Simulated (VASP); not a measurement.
# ZrB (Fm-3m) in VASP: notebook, part 2 of 2

VASP 6.6.1.

## 4. Single point, PBEsol (volume scaled by 0.97)

Input file INCAR:

```
PREC = Accurate ; ENCUT = 520
EDIFF = 1E-6 ; ISMEAR = 0
SIGMA = 0.1 ; LREAL = F
LASPH = T ; NELM = 100
ALGO = Normal ; ISIF = 2
LWAVE = F ; LCHARG = T
GGA = PS ; LELF = T
LVHAR = T ; NBANDS = 14
```

Input file KPOINTS:

```
Automatic mesh
0
Gamma
  14 14 14
```

Input file POSCAR:

```
ZrB
1.0
    0.0000000000      2.4065442824      2.4065442824
    2.4065442824      0.0000000000      2.4065442824
    2.4065442824      2.4065442824      0.0000000000
Zr B
1 1
Direct
    0.0000000000      0.0000000000      0.0000000000
    0.5000000000      0.5000000000      0.5000000000
```

Command:

```sh
> cat potpaw_PBE.64/Zr_sv/POTCAR potpaw_PBE.64/B/POTCAR > POTCAR
> mpirun -np 1 vasp_std > vasp.out
```

Run time: 35 s. Hardware: 1 thread of Intel Xeon Platinum 8488C (Sapphire Rapids), shared host; peak memory 0.18 GiB.

It converged, with:

| Property | Result |
| --- | --- |
| Free energy | -16.9064 eV |
| Pressure | 5.7 GPa |

Levels at points of the mesh, in eV from the Fermi level:
| k point | band 5 | band 6 | band 7 | band 8 | band 9 | band 10 | band 11 | band 12 |
| --- | --- | --- | --- | --- | --- | --- | --- | --- |
| (0.00, 0.00, 0.00) | -8.14 | 1.78 | 1.78 | 1.78 | 3.33 | 3.33 | 3.60 | 3.60 |
| (0.50, 0.00, 0.00) | -3.96 | -3.95 | -1.23 | -1.23 | 5.14 | 5.14 | 6.52 | 7.74 |
| (0.50, 0.50, 0.00) | -6.19 | -0.92 | -0.63 | 2.23 | 2.23 | 4.88 | 6.14 | 6.14 |

Caveat: the PAW data sets were made with another functional, which shifts forces and pressure a little.

## 5. Single point, PBEsol (volume scaled by 1.03)

Input file INCAR:

```
SYSTEM = ZrB
PREC     = Accurate       ! precision mode
ENCUT    = 520            ! plane-wave cutoff, eV
EDIFF    = 1E-6           ! SCF threshold, eV
ISMEAR   = 0              ! smearing method
SIGMA    = 0.1            ! smearing width, eV
LREAL    = .False.        ! projectors in reciprocal space
LASPH    = .True.         ! aspherical terms in the spheres
NELM     = 60             ! most SCF steps
ALGO     = Normal         ! electronic algorithm
ISIF     = 2              ! what is computed and relaxed
LWAVE    = .False.        ! write WAVECAR
LCHARG   = .False.        ! write CHGCAR
GGA      = PS             ! functional
NBANDS   = 14             ! bands
```

Input file KPOINTS:

```
Automatic mesh
0
Gamma
  14 14 14
  0 0 0
```

Input file POSCAR:

```
ZrB
1.0
    0.0000000000      2.4551744406      2.4551744406
    2.4551744406      0.0000000000      2.4551744406
    2.4551744406      2.4551744406      0.0000000000
Zr B
1 1
Direct
    0.0000000000      0.0000000000      0.0000000000
    0.5000000000      0.5000000000      0.5000000000
```

Potentials or basis: VASP PAW PBE potentials, release 64 (Zr_sv, B).

Command:

```sh
> cat potpaw_PBE.64/Zr_sv/POTCAR potpaw_PBE.64/B/POTCAR > POTCAR
> mpirun -np 1 vasp_std > vasp.out
```

OUTCAR:

```text
SYSTEM = ZrB
   PREC = Accurate
   ENCUT = 520
   EDIFF = 1E-6
   ISMEAR = 0
   LREAL = .False.
   LASPH = .True.
   NELM = 60
   ISIF = 2
   GGA = PS

 ion  position               nearest neighbor table
   1  0.000  0.000  0.000-   2 2.46   2 2.46   2 2.46   2 2.46   2 2.46   2 2.46
   2  0.500  0.500  0.500-   1 2.46   1 2.46   1 2.46   1 2.46   1 2.46   1 2.46

  LATTYP: Found a face centered cubic cell.
 ALAT       =     4.9103488812

  Lattice vectors:

 A1 = (   0.0000000000,   2.4551744406,   2.4551744406)
 A2 = (   2.4551744406,   0.0000000000,   2.4551744406)
 A3 = (   2.4551744406,   2.4551744406,   0.0000000000)
[... 586 lines left out ...]
     11      12.4288      0.00000
     12      13.7525      0.00000
     13      15.9378      0.00000
     14      19.4202      0.00000

 [... further k-points ...]
[... 5 lines left out ...]
  --------------------------------------------------------------------------------------
  -------------------------------------------------------------------------------------
  Total       -0.8382861     -0.8382861     -0.8382861     -0.0000000      0.0000000     -0.0000000
  in kB      -45.3759542    -45.3759542    -45.3759542     -0.0000000      0.0000000     -0.0000000
  external PRESSURE =     -45.3759542 kB  Pullay stress =       0.0000000 kB

 VOLUME and BASIS-vectors are now :
 -----------------------------------------------------------------------------
  energy-cutoff  :      520.00
  volume of cell :       29.60
      direct lattice vectors                 reciprocal lattice vectors
     0.000000000  2.455174441  2.455174441    -0.203651517  0.203651517  0.203651517
     2.455174441  0.000000000  2.455174441     0.203651517 -0.203651517  0.203651517
     2.455174441  2.455174441  0.000000000     0.203651517  0.203651517 -0.203651517

 POSITION                                       TOTAL-FORCE (eV/Angst)
 -----------------------------------------------------------------------------------
      0.00000      0.00000      0.00000        -0.000000      0.000000     -0.000000
      2.45517      2.45517      2.45517         0.000000     -0.000000      0.000000
 -----------------------------------------------------------------------------------
    total drift:                               -0.000000      0.000000      0.000000

  FREE ENERGIE OF THE ION-ELECTRON SYSTEM (eV)
  ---------------------------------------------------
  free  energy   TOTEN  =       -16.9110715256 eV

  energy  without entropy=      -16.9044153626  energy(sigma->0) =      -16.90774344
```

OSZICAR:

```text
N       E                     dE             d eps       ncg     rms          rms(c)
DAV:   1     0.918293455940E+02    0.91829E+02   -0.76225E+03  2928   0.101E+03
DAV:   2    -0.149910064660E+02   -0.10682E+03   -0.10154E+03  3590   0.277E+02
DAV:   3    -0.186515313861E+02   -0.36605E+01   -0.36289E+01  4500   0.433E+01
DAV:   4    -0.187175390154E+02   -0.66008E-01   -0.65987E-01  3484   0.546E+00
DAV:   5    -0.187186453505E+02   -0.11063E-02   -0.11063E-02  4252   0.541E-01    0.172E+01
DAV:   6    -0.169339281871E+02    0.17847E+01   -0.26606E+00  3352   0.139E+01    0.603E+00
DAV:   7    -0.169156038287E+02    0.18324E-01   -0.24316E-01  4090   0.343E+00    0.275E+00
DAV:   8    -0.169115739601E+02    0.40299E-02   -0.33611E-02  3658   0.142E+00    0.241E-01
DAV:   9    -0.169110359460E+02    0.53801E-03   -0.31009E-03  3456   0.326E-01    0.142E-01
DAV:  10    -0.169110743486E+02   -0.38403E-04   -0.47838E-04  3416   0.236E-01    0.251E-02
DAV:  11    -0.169110724959E+02    0.18527E-05   -0.19789E-05  3770   0.389E-02    0.446E-03
DAV:  12    -0.169110714768E+02    0.10191E-05   -0.96796E-07  2226   0.110E-02    0.351E-03
DAV:  13    -0.169110715256E+02   -0.48841E-07   -0.18458E-07  1732   0.495E-03
   1 F= -.16911072E+02 E0= -.16907743E+02  d E =-.665616E-02
```

It took 35 s on 1 thread of Intel Xeon Platinum 8488C (Sapphire Rapids), shared host; peak memory 0.18 GiB.

Results:

```
Free energy : -16.9111 eV
Pressure    : -4.5 GPa
```

Caveat: the PAW data sets were made with another functional, which shifts forces and pressure a little.

## 6. Summary

| cell | gap on the mesh (eV) | pressure (GPa) |
| --- | --- | --- |
| a = 3.332 Å, angles 60.0°, 2 atoms | none | 19.5 |
| a = 3.368 Å, angles 60.0°, 2 atoms | none | 12.1 |
| a = 3.403 Å, angles 60.0°, 2 atoms | none | 5.7 |
| a = 3.472 Å, angles 60.0°, 2 atoms | none | -4.5 |

Alike in all rows: task single point; level PBEsol; potentials or basis VASP PAW PBE potentials, release 64 (Zr_sv, B); no spin polarisation; k mesh 14 × 14 × 14; cutoff (eV) 520; smearing gaussian 0.1 eV.

Caveats: the PAW data sets were made with another functional, which shifts forces and pressure a little.

Total energies depend on the potentials used, so only differences within one code and one set of settings carry meaning.
